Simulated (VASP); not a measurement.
The system is ZnSnS2.

```xyz
4
Lattice="5.2284 0.0000 0.0000 0.0000 5.2284 0.0000 0.0000 0.0000 2.6950" Properties=species:S:1:pos:R:3 pbc="T T T"
Zn    0.0000    0.0000    0.0000
Sn    2.6142    2.6142    1.3475
S     2.6142    0.0000    0.0000
S     0.0000    2.6142    0.0000
```

* Program: VASP 6.6.1
* Task: relaxation of cell and atoms
* Functional: PBE
* Potentials or basis: VASP PAW PBE potentials, release 64 (Zn, Sn_d, S)
* Cutoff: 600 eV
* k mesh: 4 × 4 × 6
* Occupations: gaussian, width 0.1 eV
* Spin: no spin polarisation

At the start: pressure 10.3 GPa; volume 18.42 Å³/atom.

Problem. Where does the relaxation end?

Solution. Over 11 steps the energy falls by 479.0 meV/atom and the volume is 21.84 Å³/atom (+18.6 %); space group P4/mmm (No. 123, to 0.1 Å) before and after.

The path:
```csv
step,energy change (eV),largest force (eV/Å),pressure (GPa),volume (Å³)
1,0.0000,0.0000,10.27,73.67
2,-0.9607,0.0000,-2.15,86.39
3,-1.0419,0.0000,-3.78,89.44
4,-1.1794,0.0000,-6.11,95.58
5,-1.0899,0.0000,-8.59,108.04
6,-1.2039,0.0000,-7.32,100.19
7,-1.8205,0.0000,-0.04,90.75
8,-1.8625,0.0000,-2.17,92.65
9,-1.8620,0.0000,-2.33,92.82
10,-1.9138,0.0000,-0.44,88.29
11,-1.9161,0.0000,0.09,87.35
```

Final structure:
```cif
data_structure
_symmetry_space_group_name_H-M 'P 1'
_symmetry_Int_Tables_number 1
_cell_length_a 4.8310
_cell_length_b 4.8310
_cell_length_c 3.7426
_cell_angle_alpha 90.000
_cell_angle_beta 90.000
_cell_angle_gamma 90.000
_cell_volume 87.35
loop_
_atom_site_label
_atom_site_type_symbol
_atom_site_fract_x
_atom_site_fract_y
_atom_site_fract_z
_atom_site_occupancy
Zn1 Zn 0.00000 0.00000 0.00000 1
Sn1 Sn 0.50000 0.50000 0.50000 1
S1 S 0.50000 0.00000 0.00000 1
S2 S 0.00000 0.50000 0.00000 1
```

Caveat: the k points lie up to 0.33 Å⁻¹ apart in the final cell, too coarse for converged energies and pressures of a metal; the volume moved by over 15 % at a fixed basis, so the end points are rough.
